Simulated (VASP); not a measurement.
BaTiO3, 5 atoms in the cell. It takes space group Pm-3m (No. 221, cubic). Conventional cell: a = 4.073 Å, b = 4.073 Å, c = 4.073 Å, α = 90.00°, β = 90.00°, γ = 90.00°. Within 3.8 Å of Ba (site symmetry m-3m) lie 12 O at 2.88 Å and 8 Ti at 3.53 Å. Ti (site symmetry m-3m) has 6 O at 2.04 Å within 2.7 Å. O (site symmetry 4/mmm) has 2 Ti at 2.04 Å within 2.7 Å. 

| Quantity | Value |
| --- | --- |
| Program | VASP 6.6.1 |
| Task | relaxation of the atoms |
| Functional | r2SCAN |
| Potentials or basis | VASP PAW PBE potentials, release 64 (Ba_sv, Ti_sv, O) |
| Cutoff | 520 eV |
| k mesh | 8 × 8 × 8 |
| Occupations | fermi-dirac, width 0.02 eV |
| Spin | no spin polarisation |
| Dipole correction | no |
| Further INCAR settings | ALGO = Normal; EDIFF = 1e-07; IBRION = 2; EDIFFG = -0.01; NSW = 50 |

Potentials or basis: VASP PAW PBE potentials, release 64 (Ba_sv, Ti_sv, O).

Launch:

```sh
$ cat potpaw_PBE.64/Ba_sv/POTCAR potpaw_PBE.64/Ti_sv/POTCAR potpaw_PBE.64/O/POTCAR > POTCAR
$ cp INCAR.step1 INCAR
$ mpirun -np 1 vasp_std > vasp.out
$ cp INCAR.step2 INCAR
$ mpirun -np 1 vasp_std > vasp.out
```

Hardware: 1 thread of Oxide Virtual Turin-like Processor (shared host).

Q: How long does it take, and how much memory?

A: Wall time 2.4 min on 1 thread of Oxide Virtual Turin-like Processor, on a shared host, peak memory 0.18 GiB. Counts: k points 35, ion steps 1.
